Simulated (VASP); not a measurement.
# SnO2 (R-3m) in VASP: further runs

Runs on SnO2. Level: r2SCAN. Tasks: single point.

Program: VASP 6.6.1. These are calculated values, not measurements. Logs are shortened: lines on timing, memory, paths and dates and some standing lists are left out, and cuts for length are marked.

## Step 1: The cell of the first run

It takes space group R-3m (No. 166, trigonal). Conventional cell: a = 3.168 Å, b = 3.168 Å, c = 14.108 Å, α = 90.00°, β = 90.00°, γ = 120.00°. Within 2.8 Å of Sn (site symmetry -3m) lie 6 O at 2.08 Å. O (site symmetry 3m) has 3 Sn at 2.08 Å and 3 O at 2.70 Å within 2.8 Å.

## Step 2: Single point, r2SCAN

POSCAR

```
SnO2
1.0
    1.5840819130      0.9145701189      4.7025938089
   -1.5840819130      0.9145701189      4.7025938089
    0.0000000000     -1.8291402378      4.7025938089
Sn O
1 2
Direct
    0.5000000000      0.5000000000      0.5000000000
    0.7628300000      0.7628300000      0.7628300000
    0.2371700000      0.2371700000      0.2371700000
```

INCAR.step1

```
SYSTEM = SnO2
PREC     = Accurate       ! precision mode
ENCUT    = 520            ! plane-wave cutoff, eV
ISMEAR   = -1             ! smearing method
SIGMA    = 0.05           ! smearing width, eV
LREAL    = .False.        ! projectors in reciprocal space
LASPH    = .True.         ! aspherical terms in the spheres
NELM     = 80             ! most SCF steps
NBANDS   = 20             ! bands
GGA      = PE             ! functional
ALGO     = Normal         ! electronic algorithm
EDIFF    = 1E-4           ! SCF threshold, eV
LWAVE    = .True.         ! write WAVECAR
LCHARG   = .False.        ! write CHGCAR
```

INCAR.step2

```
SYSTEM = SnO2
PREC     = Accurate       ! precision mode
ENCUT    = 520            ! plane-wave cutoff, eV
EDIFF    = 1E-7           ! SCF threshold, eV
ISMEAR   = -1             ! smearing method
SIGMA    = 0.05           ! smearing width, eV
LREAL    = .False.        ! projectors in reciprocal space
LASPH    = .True.         ! aspherical terms in the spheres
NELM     = 80             ! most SCF steps
ALGO     = Normal         ! electronic algorithm
ISIF     = 2              ! what is computed and relaxed
LWAVE    = .False.        ! write WAVECAR
LCHARG   = .False.        ! write CHGCAR
METAGGA  = R2SCAN         ! meta-GGA
LMIXTAU  = .True.       
NBANDS   = 20             ! bands
ISTART   = 1
```

KPOINTS

```
Automatic mesh
0
Gamma
  10 10 10
  0 0 0
```

Potentials or basis: VASP PAW PBE potentials, release 64 (Sn_d, O).

Command:

```bash
$ cat potpaw_PBE.64/Sn_d/POTCAR potpaw_PBE.64/O/POTCAR > POTCAR
$ cp INCAR.step1 INCAR
$ mpirun -np 1 vasp_std > vasp.out
$ cp INCAR.step2 INCAR
$ mpirun -np 1 vasp_std > vasp.out
```

OUTCAR:

```text
SYSTEM = SnO2
   PREC = Accurate
   ENCUT = 520
   EDIFF = 1E-7
   ISMEAR = -1
   LREAL = .False.
   LASPH = .True.
   NELM = 80
   ISIF = 2
   METAGGA = R2SCAN
   ISTART = 1

 ion  position               nearest neighbor table
   1  0.500  0.500  0.500-   3 2.08   3 2.08   2 2.08   2 2.08   3 2.08   2 2.08
   2  0.763  0.763  0.763-   1 2.08   1 2.08   1 2.08
   3  0.237  0.237  0.237-   1 2.08   1 2.08   1 2.08

  LATTYP: Found a trigonal (rhomboedric) cell.
 ALAT       =     5.0458044493
 COS(alpha) =     0.8028828391

  Lattice vectors:

 A1 = (   1.5840819130,   0.9145701189,   4.7025938089)
 A2 = (  -1.5840819130,   0.9145701189,   4.7025938089)
 A3 = (   0.0000000000,  -1.8291402378,   4.7025938089)

Analysis of symmetry for initial positions (statically):
=====================================================================
 Subroutine PRICEL returns:
 Original cell was already a primitive cell.

 Routine SETGRP: Setting up the symmetry group for a
 trigonal (rhombohedral) supercell.

 Subroutine GETGRP returns: Found 12 space group operations
 (whereof 12 operations were pure point group operations)
 out of a pool of 12 trial point group operations.

The static configuration has the point symmetry D_3d.

Analysis of symmetry for dynamics (positions and initial velocities):
=====================================================================
 Subroutine PRICEL returns:
 Original cell was already a primitive cell.

 Routine SETGRP: Setting up the symmetry group for a
 trigonal (rhombohedral) supercell.

 Subroutine GETGRP returns: Found 12 space group operations
 (whereof 12 operations were pure point group operations)
 out of a pool of 12 trial point group operations.

The dynamic configuration has the point symmetry D_3d.

 Subroutine INISYM returns: Found 12 space group operations
 (whereof 12 operations are pure point group operations),
 and found     1 'primitive' translations

----------------------------------------------------------------------------------------

                                     Primitive cell

  volume of cell :      40.8774

  direct lattice vectors                    reciprocal lattice vectors
     1.584081913  0.914570119  4.702593809     0.315640243  0.182234979  0.070882867
    -1.584081913  0.914570119  4.702593809    -0.315640243  0.182234979  0.070882867
     0.000000000 -1.829140238  4.702593809     0.000000000 -0.364469959  0.070882867
[... 78 lines left out ...]
   ISTART =      1    job   : 0-new  1-cont  2-samecut
   ICHARG =      0    charge: 1-file 2-atom 10-const
   ISPIN  =      1    spin polarized calculation?
   LNONCOLLINEAR =      F non collinear calculations
   LSORBIT =      F    spin-orbit coupling
   LASPH  =      T    aspherical Exc in radial PAW
   ENCUT  =  520.0 eV  38.22 Ry    6.18 a.u.   9.38  9.38  9.38*2*pi/ulx,y,z
   NELM   =     80;   NELMIN=  2; NELMDL=  0     # of ELM steps
   EDIFF  = 0.1E-06   stopping-criterion for ELM
   LREAL  =      F    real-space projection
   EDIFFG = 0.1E-05   stopping-criterion for IOM
   NSW    =      0    number of steps for IOM
   IBRION =     -1    ionic relax: 0-MD 1-quasi-New 2-CG
   NFREE  =      0    steps in history (QN), initial steepest desc. (CG)
   ISIF   =      2    stress and relaxation
   ISYM   =      2    0-nonsym 1-usesym 2-fastsym
   POTIM  = 0.5000    time-step for ionic-motion
   TEBEG  =    0.0;   TEEND  =   0.0 temperature during run
   PSTRESS=    0.0 pullay stress
   NELECT =      26.0000    total number of electrons
   NUPDOWN=      -1.0000    fix difference up-down
   EMIN   =  10.00;   EMAX   =-10.00  energy-range for DOS
   EFERMI =   0.00;   METHOD = LEGACY
   ISMEAR =    -1;   SIGMA  =   0.05  broadening in eV -4-tet -1-fermi 0-gaus
   EFERMI_NEDOS =   21; number of points for ismear=-14 and -15
   IALGO  =     38    algorithm
   IMIX   =      4    mixing-type and parameters
     AMIX     =   0.40;   BMIX     =  1.00
     AMIX_MAG =   1.60;   BMIX_MAG =  1.00
  volume/ion in A,a.u.               =      13.63        91.95
  Fermi-wavevector in a.u.,A,eV,Ry     =   1.407899  2.660543 26.969190  1.982180
  Thomas-Fermi vector in A             =   2.530111
   LORBIT       =      0    0 simple, 1 ext, 2 COOP (PROOUT), +10 PAW based schemes
   METAGGA = R2SCAN    functional components
   LHFCALC =     F    Hartree Fock is set to
   AEXX    =    0.0000 exact exchange contribution
   IVDW    =     0    specifies the selected vdW correction
   LEPSILON=     F    determine dielectric tensor
   LRPA    =     F    only Hartree local field effects (RPA)
 non-spin polarized calculation
  energy-cutoff  :      520.00
  volume of cell :       40.88
 maximum number of plane-waves:      1114
 NGX is ok and might be reduce to    40
   NGX = 19   NGY = 19   NGZ = 19

 number of electron      26.0000004 magnetization

 Free energy of the ion-electron system (eV)
  ---------------------------------------------------
  ext. energy  EPLUGINS =         0.00000000
  ---------------------------------------------------
  free energy    TOTEN  =       -41.64439547 eV

  energy without entropy =      -41.64439547  energy(sigma->0) =      -41.64439547

 E-fermi :   4.5972     XC(G=0): -11.0277

 val. band max:        3.4904600276   @ k =  -0.2000   0.2000   0.0000
 cond. band min:       6.3831292526   @ k =   0.0000   0.0000   0.0000
 fundamental gap:      2.8926692250
 Fermi energy:         4.5971970815

 k-point     1 :       0.0000    0.0000    0.0000
  band No.  band energies     occupation
      1     -17.1458      2.00000
      2     -16.7467      2.00000
      3     -16.7467      2.00000
      4     -16.4615      2.00000
      5     -16.4615      2.00000
      6     -15.4931      2.00000
[... 541 lines left out ...]
     19      18.1490      0.00000
     20      21.8016      0.00000

 [... further k-points ...]
[... 5 lines left out ...]
  --------------------------------------------------------------------------------------
  -------------------------------------------------------------------------------------
  Total        1.4379295      1.4379295      0.0180941      0.0000000      0.0000000     -0.0000000
  in kB       56.3591986     56.3591986      0.7091935      0.0000000      0.0000000     -0.0000000
  external PRESSURE =      37.8091969 kB  Pullay stress =       0.0000000 kB

 VOLUME and BASIS-vectors are now :
 -----------------------------------------------------------------------------
  energy-cutoff  :      520.00
  volume of cell :       40.88
      direct lattice vectors                 reciprocal lattice vectors
     1.584081913  0.914570119  4.702593809     0.315640243  0.182234979  0.070882867
    -1.584081913  0.914570119  4.702593809    -0.315640243  0.182234979  0.070882867
     0.000000000 -1.829140238  4.702593809     0.000000000 -0.364469959  0.070882867

 POSITION                                       TOTAL-FORCE (eV/Angst)
 -----------------------------------------------------------------------------------
      0.00000      0.00000      7.05389         0.000000     -0.000000     -0.000000
      0.00000      0.00000     10.76184        -0.000000      0.000000     -0.175462
      0.00000      0.00000      3.34594        -0.000000     -0.000000      0.175462
 -----------------------------------------------------------------------------------
    total drift:                                0.000000      0.000000      0.000000

  FREE ENERGIE OF THE ION-ELECTRON SYSTEM (eV)
  ---------------------------------------------------
  free  energy   TOTEN  =       -41.6443954665 eV

  energy  without entropy=      -41.6443954665  energy(sigma->0) =      -41.64439547
```

OUTCAR.step1:

```text
SYSTEM = SnO2
   PREC = Accurate
   ENCUT = 520
   ISMEAR = -1
   LREAL = .False.
   LASPH = .True.
   NELM = 80
[... 776 lines left out ...]
      0.00000      0.00000      7.05389         0.000000     -0.000000     -0.000000
      0.00000      0.00000     10.76184        -0.000000      0.000000     -0.633047
      0.00000      0.00000      3.34594        -0.000000     -0.000000      0.633047
 -----------------------------------------------------------------------------------
    total drift:                                0.000000      0.000000      0.000000

  FREE ENERGIE OF THE ION-ELECTRON SYSTEM (eV)
  ---------------------------------------------------
  free  energy   TOTEN  =       -18.1190091662 eV

  energy  without entropy=      -18.1190091662  energy(sigma->0) =      -18.11900917
```

Run time: 7.7 min. Hardware: 1 thread of AMD EPYC 9R45 (Zen 5), shared host; peak memory 0.28 GiB.

Results:

* Free energy: -41.6444 eV
* Pressure: 3.8 GPa
* Largest force: 0.175 eV/Å
* Band gap on the k mesh: 2.89 eV (least direct gap 3.07 eV)

Forces on the atoms (eV/Å):
```
Sn   0.000  0.000  0.000
O    0.000  0.000 -0.175
O    0.000  0.000  0.175
```

Levels at points of the mesh, in eV from the valence-band top:
```csv
k point,band 9,band 10,band 11,band 12,band 13,band 14,band 15,band 16,band 17,band 18
"(0.00, 0.00, 0.00)",-1.33,-1.33,-0.87,-0.87,-0.17,2.89,6.77,12.57,12.57,12.93
"(0.50, 0.00, 0.00)",-4.38,-3.12,-1.57,-0.61,-0.56,6.66,8.91,11.36,13.56,14.40
"(0.50, 0.50, 0.00)",-4.64,-3.23,-1.22,-0.40,-0.01,6.31,8.03,12.30,12.32,13.63
"(0.50, 0.50, 0.50)",-1.43,-1.40,-1.40,-0.82,-0.82,4.22,6.71,12.80,12.80,13.07
```

Caveat: the stress differs along the axes, from 0 to 6 GPa; the PAW data sets were made with another functional, which shifts forces and pressure a little; spin-orbit coupling is left out, which moves the levels of the heavy elements.

## Step 3: Single point, r2SCAN

This run uses another cell than the first one, of 13.92 Å³/atom.

POSCAR

```
SnO2
1.0
    1.5952377869      0.9210109657      4.7357117578
   -1.5952377869      0.9210109657      4.7357117578
    0.0000000000     -1.8420219315      4.7357117578
Sn O
1 2
Direct
    0.5000000000      0.5000000000      0.5000000000
    0.7628300000      0.7628300000      0.7628300000
    0.2371700000      0.2371700000      0.2371700000
```

INCAR.step1

```
ALGO = Normal
EDIFF = 1E-4
ENCUT = 520
GGA = PE
ISMEAR = -1
LASPH = True
LCHARG = False
LREAL = False
LWAVE = True
NBANDS = 20
NELM = 80
PREC = Accurate
SIGMA = 0.05
```

INCAR.step2

```
ALGO = Normal
EDIFF = 1E-6
ENCUT = 520
ISIF = 2
ISMEAR = -1
ISTART = 1
LASPH = True
LCHARG = False
LMIXTAU = True
LREAL = False
LWAVE = False
METAGGA = R2SCAN
NBANDS = 20
NELM = 80
PREC = Accurate
SIGMA = 0.05
```

KPOINTS

```
k-points
0
Gamma
  10 10 10
```

Potentials or basis: VASP PAW PBE potentials, release 64 (Sn_d, O).

Command:

```bash
$ cat potpaw_PBE.64/Sn_d/POTCAR potpaw_PBE.64/O/POTCAR > POTCAR
$ cp INCAR.step1 INCAR
$ mpirun -np 1 vasp_std > vasp.out
$ cp INCAR.step2 INCAR
$ mpirun -np 1 vasp_std > vasp.out
```

Run time: 6.6 min. Hardware: 1 thread of AMD EPYC 9R45 (Zen 5), shared host; peak memory 0.28 GiB.

Results (log left out):

- Free energy: -41.6559 eV
- Pressure: 0.0 GPa
- Largest force: 0.090 eV/Å
- Band gap on the k mesh: 2.73 eV (least direct gap 2.88 eV)

Forces in eV/Å, atoms in the order of the input:
```
Sn   0.000  0.000  0.000
O    0.000  0.000  0.090
O    0.000  0.000 -0.090
```

Stress tensor (GPa, compression positive):
```
 1.09  0.00  0.00
 0.00  1.09  0.00
 0.00  0.00 -2.11
```

Levels at points of the mesh, in eV from the valence-band top:
| k point | band 11 | band 12 | band 13 | band 14 | band 15 | band 16 |
| --- | --- | --- | --- | --- | --- | --- |
| (0.00, 0.00, 0.00) | -0.88 | -0.88 | -0.15 | 2.73 | 6.65 | 12.36 |
| (0.50, 0.00, 0.00) | -1.54 | -0.60 | -0.56 | 6.42 | 8.76 | 11.20 |
| (0.50, 0.50, 0.00) | -1.19 | -0.41 | -0.01 | 6.10 | 7.90 | 12.08 |
| (0.50, 0.50, 0.50) | -1.37 | -0.83 | -0.83 | 4.03 | 6.56 | 12.57 |

Caveat: the PAW data sets were made with another functional, which shifts forces and pressure a little; spin-orbit coupling is left out, which moves the levels of the heavy elements. A k mesh can miss the band edges.
